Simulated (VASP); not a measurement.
Crystal: Se.

```
Se
1.0
     4.36620    0.00000    0.00000
    -2.18310    3.78124    0.00000
     0.00000    0.00000    5.15174
Se
3
Cartesian
  1.6910 2.9289 0.0000
  -0.4921 0.8523 3.4345
  0.9841 0.0000 1.7172
```

Base run:

- Program: VASP 6.6.1
- Functional: PBEsol
- Potentials or basis: VASP PAW PBE potentials, release 64 (Se)
- Cutoff: 520 eV
- k mesh: 6 × 6 × 5
- Occupations: fermi-dirac, width 0.05 eV
- Spin: no spin polarisation

Its results: band gap on the k mesh 1.11 eV, direct; pressure -2.5 GPa.

Problem. The run is repeated on the same cell with these changes: functional from PBEsol to PBE; further incar settings from ALGO = Normal; EDIFF = 1e-07; NBANDS = 16 to ALGO = Normal; EDIFF = 1e-06; NBANDS = 16. What comes out?

Solution. Band gap on the k mesh 1.16 eV, direct; pressure -0.1 GPa.

Caveats: the PAW data sets were made with another functional, which shifts forces and pressure a little (some runs).

A k mesh can miss the band edges.
